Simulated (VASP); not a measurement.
Write the native input for VASP 6.6.1 that does the following.

```yaml
Task: electric field gradients
Functional: LDA
Potentials_or_basis: VASP PAW LDA potentials, release 64 (Sb)
Cutoff: 520 eV
k_mesh: 12 × 12 × 7
Occupations: fermi-dirac, width 0.03 eV
Spin: no spin polarisation
Dipole_correction: no
Further_INCAR_settings: ALGO = Normal; EDIFF = 1e-08; NBANDS = 12
```

The structure of Sb lies in POSCAR:

```
Sb
1.0
    3.3234675684      0.0000000000      0.0000000000
   -1.6617337843      2.8782073429      0.0000000000
    0.0000000000      0.0000000000      5.2579641425
Sb
2
Direct
    0.3333333333      0.6666666667      0.2500000000
    0.6666666667      0.3333333333      0.7500000000
```

This cell differs from its parent crystal: volume scaled by 0.96.

These files were run (other wordings do the same):

INCAR

```
  PREC = Accurate
  ENCUT = 520
  EDIFF = 1E-8
  ISMEAR = -1
  SIGMA = 0.03
  LREAL = F
  LASPH = T
  NELM = 60
  ALGO = Normal
  ISIF = 2
  LWAVE = F
  LCHARG = F
  LEFG = T
  NBANDS = 12
```

KPOINTS

```
regular mesh
0
Gamma
  12 12 7
```

Potentials or basis: VASP PAW LDA potentials, release 64 (Sb).

Run with:

```bash
$ cat potpaw_LDA.64/Sb/POTCAR > POTCAR
$ mpirun -np 1 vasp_std > vasp.out
```

It gave:

- Pressure: 1.7 GPa
- Band gap on the k mesh: zero (band 5 reaches 13.51 eV, above the bottom of band 6 at 6.27 eV)

Caveat: without QUAD_EFG the Cq values of the log hold for a quadrupole moment of 1 mb, not for the nuclei; spin-orbit coupling is left out, which moves the levels of the heavy elements.

Run time: 28 s on 1 thread of Intel Xeon 6975P-C, on a shared host, peak memory 0.18 GiB.
